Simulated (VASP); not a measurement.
Wanted: the native input for a VASP 6.6.1 run.

| Quantity | Value |
| --- | --- |
| Task | single point |
| Functional | PBE |
| Potentials or basis | VASP PAW PBE potentials, release 64 (Cr_pv) |
| Cutoff | 520 eV |
| k mesh | 12 × 12 × 12 |
| Occupations | fermi-dirac, width 0.05 eV |
| Spin | no spin polarisation |
| Dipole correction | no |
| Further INCAR settings | ALGO = Normal; EDIFF = 1e-07; NBANDS = 12 |

The structure of Cr lies in POSCAR:

```
Cr
1.0
   -0.0174283700      1.8156326700      1.8106573700
    1.8310089900     -0.0170405700      1.8102695700
    1.8558983200      1.8401342100     -0.0419299100
Cr
1
Direct
    0.0000000000      0.0000000000      0.0000000000
```

The input as run:

INCAR

```
ALGO = Normal
EDIFF = 1E-7
ENCUT = 520
GGA = PE
ISIF = 2
ISMEAR = -1
LASPH = True
LCHARG = False
LREAL = False
LWAVE = False
NBANDS = 12
NELM = 80
PREC = Accurate
SIGMA = 0.05
```

KPOINTS

```
k-points
0
Gamma
  12 12 12
```

Potentials or basis: VASP PAW PBE potentials, release 64 (Cr_pv).

Command:

```sh
$ cat potpaw_PBE.64/Cr_pv/POTCAR > POTCAR
$ mpirun -np 1 vasp_std > vasp.out
```

Results of the run:

| Item | Value |
| --- | --- |
| Pressure | -10.5 GPa |
| Band gap on the k mesh | zero (bands 6 and 7 overlap by 2.63 eV) |

Caveat: the cell stands under tension; the run has no spin polarisation, though such a crystal can be magnetic.

Run time: 2.7 min on 1 thread of Intel Xeon 8259CL, on a shared host, peak memory 0.23 GiB.
